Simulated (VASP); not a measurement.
# B (Fm-3m) in VASP: notebook

B is run at these levels: PBE; tasks: single point.

All numbers are computed with VASP 6.6.1; they aren't measurements. Logs are shortened: lines on timing, memory, paths and dates and some standing lists are left out, and cuts for length are marked.

### Step 1. The cell of the first run

Symmetry: Fm-3m, No. 225, cubic system. The conventional cell has a = 2.788 Å, b = 2.788 Å, c = 2.788 Å, α = 90.00°, β = 90.00°, γ = 90.00°. Within 2.6 Å of B (site symmetry m-3m) lie 12 B at 1.97 Å.

### Step 2. Single point, PBE (volume scaled by 0.92)

INCAR

```
PREC = Accurate
ENCUT = 520
EDIFF = 1E-6
ISMEAR = -1
SIGMA = 0.1
LREAL = F
LASPH = T
NELM = 60
ALGO = Normal
ISIF = 2
LWAVE = F
LCHARG = F
GGA = PE
NBANDS = 8
```

KPOINTS

```
Automatic mesh
0
Gamma
  21 21 21
```

POSCAR

```
B
1.0
    0.0000000000      1.3937933598      1.3937933598
    1.3937933598      0.0000000000      1.3937933598
    1.3937933598      1.3937933598      0.0000000000
B
1
Direct
    0.0000000000      0.0000000000      0.0000000000
```

Potentials or basis: VASP PAW PBE potentials, release 64 (B).

On the command line:

```bash
$ cat potpaw_PBE.64/B/POTCAR > POTCAR
$ mpirun -np 1 vasp_std > vasp.out
```

OUTCAR:

```text
PREC = Accurate
   ENCUT = 520
   EDIFF = 1E-6
   ISMEAR = -1
   LREAL = F
   LASPH = T
   NELM = 60
   ISIF = 2
   GGA = PE

 ion  position               nearest neighbor table
   1  0.000  0.000  0.000-

  LATTYP: Found a face centered cubic cell.
 ALAT       =     2.7875867196

  Lattice vectors:

 A1 = (   0.0000000000,   1.3937933598,   1.3937933598)
 A2 = (   1.3937933598,   0.0000000000,   1.3937933598)
 A3 = (   1.3937933598,   1.3937933598,   0.0000000000)

Analysis of symmetry for initial positions (statically):
=====================================================================
 Subroutine PRICEL returns:
 Original cell was already a primitive cell.

 Routine SETGRP: Setting up the symmetry group for a
 face centered cubic supercell.

 Subroutine GETGRP returns: Found 48 space group operations
 (whereof 48 operations were pure point group operations)
 out of a pool of 48 trial point group operations.

The static configuration has the point symmetry O_h .

Analysis of symmetry for dynamics (positions and initial velocities):
=====================================================================
 Subroutine PRICEL returns:
 Original cell was already a primitive cell.

 Routine SETGRP: Setting up the symmetry group for a
 face centered cubic supercell.

 Subroutine GETGRP returns: Found 48 space group operations
 (whereof 48 operations were pure point group operations)
 out of a pool of 48 trial point group operations.

The dynamic configuration has the point symmetry O_h .

 Subroutine INISYM returns: Found 48 space group operations
 (whereof 48 operations are pure point group operations),
 and found     1 'primitive' translations

----------------------------------------------------------------------------------------

                                     Primitive cell

  volume of cell :       5.4153

  direct lattice vectors                    reciprocal lattice vectors
     0.000000000  1.393793360  1.393793360    -0.358733234  0.358733234  0.358733234
     1.393793360  0.000000000  1.393793360     0.358733234 -0.358733234  0.358733234
     1.393793360  1.393793360  0.000000000     0.358733234  0.358733234 -0.358733234

  length of vectors
     1.971121473  1.971121473  1.971121473     0.621344188  0.621344188  0.621344188

  position of ions in fractional coordinates (direct lattice)
     0.000000000  0.000000000  0.000000000

[... 75 lines left out ...]
   EDIFF  = 0.1E-05   stopping-criterion for ELM
   LREAL  =      F    real-space projection
   EDIFFG = 0.1E-04   stopping-criterion for IOM
   NSW    =      0    number of steps for IOM
   IBRION =     -1    ionic relax: 0-MD 1-quasi-New 2-CG
   NFREE  =      0    steps in history (QN), initial steepest desc. (CG)
   ISIF   =      2    stress and relaxation
   ISYM   =      2    0-nonsym 1-usesym 2-fastsym
   POTIM  = 0.5000    time-step for ionic-motion
   TEBEG  =    0.0;   TEEND  =   0.0 temperature during run
   PSTRESS=    0.0 pullay stress
   NELECT =       3.0000    total number of electrons
   NUPDOWN=      -1.0000    fix difference up-down
   EMIN   =  10.00;   EMAX   =-10.00  energy-range for DOS
   EFERMI =   0.00;   METHOD = LEGACY
   ISMEAR =    -1;   SIGMA  =   0.10  broadening in eV -4-tet -1-fermi 0-gaus
   EFERMI_NEDOS =   21; number of points for ismear=-14 and -15
   IALGO  =     38    algorithm
   IMIX   =      4    mixing-type and parameters
     AMIX     =   0.40;   BMIX     =  1.00
     AMIX_MAG =   1.60;   BMIX_MAG =  1.00
  volume/ion in A,a.u.               =       5.42        36.54
  Fermi-wavevector in a.u.,A,eV,Ry     =   1.344539  2.540811 24.596424  1.807786
  Thomas-Fermi vector in A             =   2.472525
   LORBIT       =      0    0 simple, 1 ext, 2 COOP (PROOUT), +10 PAW based schemes
   GGA     = PE    functional components
   LHFCALC =     F    Hartree Fock is set to
   AEXX    =    0.0000 exact exchange contribution
   IVDW    =     0    specifies the selected vdW correction
   LEPSILON=     F    determine dielectric tensor
   LRPA    =     F    only Hartree local field effects (RPA)
 non-spin polarized calculation
  energy-cutoff  :      520.00
  volume of cell :        5.42
 maximum number of plane-waves:       153
   NGX =  7   NGY =  7   NGZ =  7

 number of electron       3.0000000 magnetization

 Free energy of the ion-electron system (eV)
  ---------------------------------------------------
  ext. energy  EPLUGINS =         0.00000000
  ---------------------------------------------------
  free energy    TOTEN  =        -5.31540168 eV

  energy without entropy =       -5.30864055  energy(sigma->0) =       -5.31202112

 E-fermi :  11.6636     XC(G=0): -13.3763

 val. band max:       11.6142526323   @ k =  -0.4286   0.3810   0.0952
 cond. band min:      11.6915326615   @ k =  -0.2857   0.1905   0.0476
 fundamental gap:      0.0772800293
 Fermi energy:        11.6635623716

 k-point     1 :       0.0000    0.0000    0.0000
  band No.  band energies     occupation
      1      -8.5875      2.00000
      2      28.8770      0.00000
      3      28.8770      0.00000
      4      28.8770      0.00000
      5      45.6937      0.00000
      6      45.6937      0.00000
      7      45.6937      0.00000
      8      49.5202      0.00000
[... 243 lines left out ...]
 k-point    24 :      -0.3810    0.0476    0.0000
  band No.  band energies     occupation
      1      -1.5154      2.00000
      2       9.3987      2.00000
      3      25.0653      0.00000
      4      26.1263      0.00000
      5      41.3420      0.00000
      6      42.9804      0.00000
      7      46.8797      0.00000
      8      48.2211      0.00000

 [... further k-points ...]

------------------------ aborting loop because EDIFF is reached ----------------------------------------

  FORCE on cell =-STRESS in cart. coord.  units (eV):
  Direction    XX          YY          ZZ          XY          YZ          ZX
  --------------------------------------------------------------------------------------
  -------------------------------------------------------------------------------------
  Total        0.9023772      0.9023772      0.9023772     -0.0000000     -0.0000000     -0.0000000
  in kB      266.9767940    266.9767940    266.9767940     -0.0000000     -0.0000000     -0.0000000
  external PRESSURE =     266.9767940 kB  Pullay stress =       0.0000000 kB

 VOLUME and BASIS-vectors are now :
 -----------------------------------------------------------------------------
  energy-cutoff  :      520.00
  volume of cell :        5.42
      direct lattice vectors                 reciprocal lattice vectors
     0.000000000  1.393793360  1.393793360    -0.358733234  0.358733234  0.358733234
     1.393793360  0.000000000  1.393793360     0.358733234 -0.358733234  0.358733234
     1.393793360  1.393793360  0.000000000     0.358733234  0.358733234 -0.358733234

 POSITION                                       TOTAL-FORCE (eV/Angst)
 -----------------------------------------------------------------------------------
      0.00000      0.00000      0.00000         0.000000      0.000000      0.000000
 -----------------------------------------------------------------------------------
    total drift:                               -0.000000     -0.000000     -0.000000

  FREE ENERGIE OF THE ION-ELECTRON SYSTEM (eV)
  ---------------------------------------------------
  free  energy   TOTEN  =        -5.3154016833 eV

  energy  without entropy=       -5.3086405536  energy(sigma->0) =       -5.31202112
```

OSZICAR:

```text
N       E                     dE             d eps       ncg     rms          rms(c)
DAV:   1    -0.318678965116E+01   -0.31868E+01   -0.16991E+03  5144   0.307E+02
DAV:   2    -0.532795379224E+01   -0.21412E+01   -0.20704E+01  6288   0.364E+01
DAV:   3    -0.532964458951E+01   -0.16908E-02   -0.16905E-02  5008   0.109E+00
DAV:   4    -0.532964463334E+01   -0.43822E-07   -0.43995E-07  6696   0.530E-03
DAV:   5    -0.532964463310E+01    0.23869E-09   -0.75394E-12  4968   0.111E-05    0.196E+00
DAV:   6    -0.532016746048E+01    0.94772E-02   -0.51367E-04  5120   0.148E-01    0.119E+00
DAV:   7    -0.531540411653E+01    0.47633E-02   -0.72807E-04  5184   0.194E-01    0.293E-02
DAV:   8    -0.531540151391E+01    0.26026E-05   -0.28630E-06  5120   0.164E-02    0.139E-02
DAV:   9    -0.531540168333E+01   -0.16943E-06   -0.47578E-07  4464   0.528E-03
   1 F= -.53154017E+01 E0= -.53120211E+01  d E =-.676113E-02
```

stdout:

```text
POSCAR found type information on POSCAR B
 POSCAR found :  1 types and       1 ions
 scaLAPACK will be used
 LDA part: xc-table for (Slater+PW92), standard interpolation
 POSCAR, INCAR and KPOINTS ok, starting setup
 FFT: planning ... GRIDC
 FFT: planning ... GRID_SOFT
 FFT: planning ... GRID
 WAVECAR not read
 entering main loop
```

Run time: 4.1 s. Hardware: 1 thread of Intel Xeon Platinum 8488C (Sapphire Rapids), shared host; peak memory 0.11 GiB.

What came out:

```yaml
Free_energy: -5.3154 eV
Pressure: 26.7 GPa
```

Caveat: the cell differs from its parent crystal (volume scaled by 0.92).

### Step 3. Single point, PBE (volume scaled by 0.96)

INCAR

```
ALGO = Normal ; EDIFF = 1E-6
ENCUT = 520 ; GGA = PE
ISIF = 2 ; ISMEAR = -1
LASPH = T ; LCHARG = T
LELF = T ; LREAL = F
LVHAR = T ; LWAVE = F
NBANDS = 8 ; NELM = 100
PREC = Accurate ; SIGMA = 0.1
```

KPOINTS

```
k-points
0
Gamma
  21 21 21
```

POSCAR

```
B
1.0
    0.0000000000      1.4137073840      1.4137073840
    1.4137073840      0.0000000000      1.4137073840
    1.4137073840      1.4137073840      0.0000000000
B
1
Direct
    0.0000000000      0.0000000000      0.0000000000
```

Potentials or basis: VASP PAW PBE potentials, release 64 (B).

On the command line:

```bash
$ cat potpaw_PBE.64/B/POTCAR > POTCAR
$ mpirun -np 1 vasp_std > vasp.out
```

Run time: 4.8 s. Hardware: 1 thread of Intel Xeon Platinum 8488C (Sapphire Rapids), shared host; peak memory 0.11 GiB.

It converged, with:

```yaml
Free_energy: -5.3439 eV
Pressure: 12.1 GPa
```

Levels at points of the mesh, in eV from the Fermi level:
```
           k point  band 1  band 2  band 3  band 4  band 5
(0.00, 0.00, 0.00)  -19.73   16.56   16.56   16.56   33.21
```

Caveat: the cell differs from its parent crystal (volume scaled by 0.96).

### Step 4. Single point, PBE

This run uses another cell than the first one, of 5.89 Å³/atom, 1.087 times its volume.

INCAR

```
SYSTEM = B
PREC = Accurate
ENCUT = 520
EDIFF = 1E-6
ISMEAR = -1
SIGMA = 0.1
LREAL = .False.
LASPH = .True.
NELM = 60
ALGO = Normal
ISIF = 2
LWAVE = .False.
LCHARG = .False.
GGA = PE
NBANDS = 8
```

KPOINTS

```
Automatic mesh
0
Gamma
  21 21 21
  0 0 0
```

POSCAR

```
B
1.0
    0.0000000000      1.4330756454      1.4330756454
    1.4330756454      0.0000000000      1.4330756454
    1.4330756454      1.4330756454      0.0000000000
B
1
Direct
    0.0000000000      0.0000000000      0.0000000000
```

Potentials or basis: VASP PAW PBE potentials, release 64 (B).

On the command line:

```bash
$ cat potpaw_PBE.64/B/POTCAR > POTCAR
$ mpirun -np 1 vasp_std > vasp.out
```

OUTCAR:

```text
SYSTEM = B
   PREC = Accurate
   ENCUT = 520
   EDIFF = 1E-6
   ISMEAR = -1
   LREAL = .False.
   LASPH = .True.
   NELM = 60
   ISIF = 2
   GGA = PE

 ion  position               nearest neighbor table
   1  0.000  0.000  0.000-

  LATTYP: Found a face centered cubic cell.
 ALAT       =     2.8661512908

  Lattice vectors:

 A1 = (   0.0000000000,   1.4330756454,   1.4330756454)
 A2 = (   1.4330756454,   0.0000000000,   1.4330756454)
 A3 = (   1.4330756454,   1.4330756454,   0.0000000000)

Analysis of symmetry for initial positions (statically):
=====================================================================
 Subroutine PRICEL returns:
 Original cell was already a primitive cell.

 Routine SETGRP: Setting up the symmetry group for a
 face centered cubic supercell.

 Subroutine GETGRP returns: Found 48 space group operations
 (whereof 48 operations were pure point group operations)
 out of a pool of 48 trial point group operations.

The static configuration has the point symmetry O_h .

Analysis of symmetry for dynamics (positions and initial velocities):
=====================================================================
 Subroutine PRICEL returns:
 Original cell was already a primitive cell.

 Routine SETGRP: Setting up the symmetry group for a
 face centered cubic supercell.

 Subroutine GETGRP returns: Found 48 space group operations
 (whereof 48 operations were pure point group operations)
 out of a pool of 48 trial point group operations.

The dynamic configuration has the point symmetry O_h .

 Subroutine INISYM returns: Found 48 space group operations
 (whereof 48 operations are pure point group operations),
 and found     1 'primitive' translations

----------------------------------------------------------------------------------------

                                     Primitive cell

[... 102 lines left out ...]
   EFERMI =   0.00;   METHOD = LEGACY
   ISMEAR =    -1;   SIGMA  =   0.10  broadening in eV -4-tet -1-fermi 0-gaus
   EFERMI_NEDOS =   21; number of points for ismear=-14 and -15
   IALGO  =     38    algorithm
   IMIX   =      4    mixing-type and parameters
     AMIX     =   0.40;   BMIX     =  1.00
     AMIX_MAG =   1.60;   BMIX_MAG =  1.00
  volume/ion in A,a.u.               =       5.89        39.72
  Fermi-wavevector in a.u.,A,eV,Ry     =   1.307684  2.471164 23.266471  1.710037
  Thomas-Fermi vector in A             =   2.438402
   LORBIT       =      0    0 simple, 1 ext, 2 COOP (PROOUT), +10 PAW based schemes
   GGA     = PE    functional components
   LHFCALC =     F    Hartree Fock is set to
   AEXX    =    0.0000 exact exchange contribution
   IVDW    =     0    specifies the selected vdW correction
   LEPSILON=     F    determine dielectric tensor
   LRPA    =     F    only Hartree local field effects (RPA)
 non-spin polarized calculation
  energy-cutoff  :      520.00
  volume of cell :        5.89
 maximum number of plane-waves:       169
   NGX =  7   NGY =  7   NGZ =  7

 number of electron       3.0000000 magnetization

 Free energy of the ion-electron system (eV)
  ---------------------------------------------------
  ext. energy  EPLUGINS =         0.00000000
  ---------------------------------------------------
  free energy    TOTEN  =        -5.35292591 eV

  energy without entropy =       -5.34585545  energy(sigma->0) =       -5.34939068

 E-fermi :  10.6024     XC(G=0): -13.0226

 val. band max:       10.5952974076   @ k =  -0.2857   0.1905   0.0476
 cond. band min:      10.6211709021   @ k =   0.4762   0.4762   0.0000
 fundamental gap:      0.0258734945
 Fermi energy:        10.6024358758

 k-point     1 :       0.0000    0.0000    0.0000
  band No.  band energies     occupation
      1      -8.6265      2.00000
      2      26.5667      0.00000
      3      26.5667      0.00000
      4      26.5667      0.00000
      5      43.0617      0.00000
      6      43.0617      0.00000
      7      43.0617      0.00000
      8      46.8101      0.00000
[... 243 lines left out ...]
 k-point    24 :      -0.3810    0.0476    0.0000
  band No.  band energies     occupation
      1      -1.8160      2.00000
      2       8.3473      2.00000
      3      23.0537      0.00000
      4      24.0311      0.00000
      5      38.9710      0.00000
      6      40.5283      0.00000
      7      43.6576      0.00000
      8      45.4197      0.00000

 [... further k-points ...]
[... 5 lines left out ...]
  --------------------------------------------------------------------------------------
  -------------------------------------------------------------------------------------
  Total        0.0035426      0.0035426      0.0035426     -0.0000000      0.0000000      0.0000000
  in kB        0.9642654      0.9642654      0.9642654     -0.0000000      0.0000000      0.0000000
  external PRESSURE =       0.9642654 kB  Pullay stress =       0.0000000 kB

 VOLUME and BASIS-vectors are now :
 -----------------------------------------------------------------------------
  energy-cutoff  :      520.00
  volume of cell :        5.89
      direct lattice vectors                 reciprocal lattice vectors
     0.000000000  1.433075645  1.433075645    -0.348899935  0.348899935  0.348899935
     1.433075645  0.000000000  1.433075645     0.348899935 -0.348899935  0.348899935
     1.433075645  1.433075645  0.000000000     0.348899935  0.348899935 -0.348899935

 POSITION                                       TOTAL-FORCE (eV/Angst)
 -----------------------------------------------------------------------------------
      0.00000      0.00000      0.00000         0.000000      0.000000      0.000000
 -----------------------------------------------------------------------------------
    total drift:                               -0.000000     -0.000000     -0.000000

  FREE ENERGIE OF THE ION-ELECTRON SYSTEM (eV)
  ---------------------------------------------------
  free  energy   TOTEN  =        -5.3529259122 eV

  energy  without entropy=       -5.3458554473  energy(sigma->0) =       -5.34939068
```

OSZICAR:

```text
N       E                     dE             d eps       ncg     rms          rms(c)
DAV:   1    -0.351966983036E+01   -0.35197E+01   -0.15548E+03  5120   0.293E+02
DAV:   2    -0.536029059400E+01   -0.18406E+01   -0.17967E+01  6176   0.335E+01
DAV:   3    -0.536224906890E+01   -0.19585E-02   -0.19571E-02  5064   0.109E+00
DAV:   4    -0.536224913015E+01   -0.61252E-07   -0.61262E-07  6608   0.561E-03
DAV:   5    -0.536224913077E+01   -0.62285E-09   -0.19090E-11  5064   0.177E-05    0.173E+00
DAV:   6    -0.535614853049E+01    0.61006E-02   -0.25928E-04  5072   0.109E-01    0.105E+00
DAV:   7    -0.535292703585E+01    0.32215E-02   -0.46660E-04  4920   0.177E-01    0.394E-02
DAV:   8    -0.535292533961E+01    0.16962E-05   -0.99614E-07  5320   0.956E-03    0.156E-02
DAV:   9    -0.535292591216E+01   -0.57255E-06   -0.19850E-07  2880   0.359E-03
   1 F= -.53529259E+01 E0= -.53493907E+01  d E =-.707046E-02
```

stdout:

```text
POSCAR found type information on POSCAR B
 POSCAR found :  1 types and       1 ions
 scaLAPACK will be used
 LDA part: xc-table for (Slater+PW92), standard interpolation
 POSCAR, INCAR and KPOINTS ok, starting setup
 FFT: planning ... GRIDC
 FFT: planning ... GRID_SOFT
 FFT: planning ... GRID
 WAVECAR not read
 entering main loop
```

It took 4 s on 1 thread of Intel Xeon Platinum 8488C (Sapphire Rapids), shared host; peak memory 0.11 GiB.

What came out:

* Free energy: -5.3529 eV
* Pressure: 0.1 GPa

### Step 5. Summary

```tsv
cell	gap on the mesh (eV)	pressure (GPa)
a = 1.971 Å, angles 60.0°, 1 atom	none	26.7
a = 1.999 Å, angles 60.0°, 1 atom	none	12.1
a = 2.027 Å, angles 60.0°, 1 atom	none	0.1
```

Alike in all rows: task single point; level PBE; potentials or basis VASP PAW PBE potentials, release 64 (B); no spin polarisation; k mesh 21 × 21 × 21; cutoff (eV) 520; smearing fermi-dirac 0.1 eV.

Total energies depend on the potentials used, so only differences within one code and one set of settings carry meaning.
